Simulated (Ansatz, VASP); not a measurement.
MgS in VASP and in Ansatz

```
Mg S
1.0
     0.00000    2.60152    2.60152
     2.65407    0.00000    2.60152
     2.65407    2.60152    0.00000
Mg S
1 1
Cartesian
  0.0000 0.0000 0.0000
  2.6541 2.6015 2.6015
```

Change from the starting cell: uniaxial_x strain +2.0%.

Alike in both runs: task single point; functional HSE06; k mesh 6 × 6 × 6; no spin polarisation.

|  | VASP | Ansatz |
| --- | --- | --- |
| version | VASP 6.6.1 | Ansatz 0.2.0 |
| potentials or method | VASP PAW PBE potentials, release 64 (Mg, S) | plane waves, PAW |
| plane-wave cutoff (eV) | 520 | 420 |
| occupations | gaussian, width 0.01 eV | fixed |
| valence electrons in the cell | 8 | 16 |

Ansatz gave:

```
gap on the k mesh at the Fermi level (eV)                     : 3.66
pressure (GPa)                                                : -1.8
traceless stress, the component that is largest in VASP (GPa) : -1.19
```

Problem. Estimate VASP's values.

Solution. gap on the k mesh at the Fermi level (eV): 3.61; pressure (GPa): -2.1; traceless stress, the component that is largest in VASP (GPa): -1.17.

VASP's potentials hold 8 valence electrons a cell and Ansatz's 16, so a difference there can come from the potentials and not from the codes. Ansatz's warnings: stress exchange threshold loose, stress scf threshold loose.
